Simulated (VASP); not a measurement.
Runs of VASP 6.6.1 on TaN. The structure is that of space group P-6m2 (No. 187), or close to it. The cells are those of the table. 

```csv
task,cell,gap on the mesh (eV),pressure (GPa)
single point,"a = 2.967, b = 2.967, c = 2.883 Å, angles 90.0, 90.0, 120.0°, 2 atoms",none,-16.0
electric field gradients,"a = 2.938, b = 2.938, c = 2.825 Å, angles 90.0, 90.0, 120.0°, 2 atoms",none,(a)
single point,"a = 2.878, b = 2.878, c = 2.824 Å, angles 90.0, 90.0, 120.0°, 2 atoms",none,(b)
single point,"a = 2.977, b = 2.977, c = 2.921 Å, angles 90.0, 90.0, 120.0°, 2 atoms",none,-22.0
single point,"a = 2.938, b = 2.925, c = 2.883 Å, angles 89.8, 89.4, 119.6°, 2 atoms",none,-9.7
single point,"a = 2.996, b = 2.996, c = 2.940 Å, angles 90.0, 90.0, 120.0°, 2 atoms",none,-27.1
single point,"a = 2.948, b = 2.948, c = 2.893 Å, angles 90.0, 90.0, 120.0°, 2 atoms",none,-13.1
electric field gradients,"a = 2.996, b = 2.996, c = 2.940 Å, angles 90.0, 90.0, 120.0°, 2 atoms",none,-27.1
```

Alike in all rows: level LDA; potentials or basis VASP PAW LDA potentials, release 64 (Ta_pv, N); no spin polarisation; k mesh 12 × 12 × 10; cutoff (eV) 520; smearing fermi-dirac 0.02 eV.

**Question.** Fill in the values left out.

**Answer.** (a) -1.9; (b) 14.2.

Caveats: spin-orbit coupling is left out, which moves the levels of the heavy elements.

A k mesh can miss the band edges, and the runs leave out spin-orbit coupling on Ta.

A gap of «none» marks levels without a gap at the run's occupations.
